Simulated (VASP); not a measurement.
Input of a VASP 6.6.1 run:

Contents of INCAR:

```
SYSTEM = Cd
PREC = Accurate
ENCUT = 520
EDIFF = 1E-6
ISMEAR = 0
SIGMA = 0.15
LREAL = .FALSE.
LASPH = .TRUE.
NELM = 60
ALGO = Fast
ISIF = 2
LWAVE = .FALSE.
LCHARG = .FALSE.
GGA = PS
NBANDS = 12
```

KPOINTS

```
Automatic mesh
0
G
  20 20 20
  0 0 0
```

Contents of POSCAR:

```
Cd
1.0
    0.0000000000      2.4899142533      1.7603693771
    2.4899142533      0.0000000000      1.7603693771
    2.4899142533      2.4899142533      0.0000000000
Cd
1
Direct
    0.0000000000      0.0000000000      0.0000000000
```

Potentials or basis: VASP PAW PBE potentials, release 64 (Cd).

Run with:

```sh
$ cat potpaw_PBE.64/Cd/POTCAR > POTCAR
$ mpirun -np 1 vasp_std > vasp.out
```

(1) What does it give for the band gap on the k mesh?

(2) What does it give for the pressure?

Results:

(1) zero (bands 6 and 7 overlap by 4.33 eV).

(2) -0.8 GPa.

Caveat: the PAW data sets were made with another functional, which shifts forces and pressure a little.
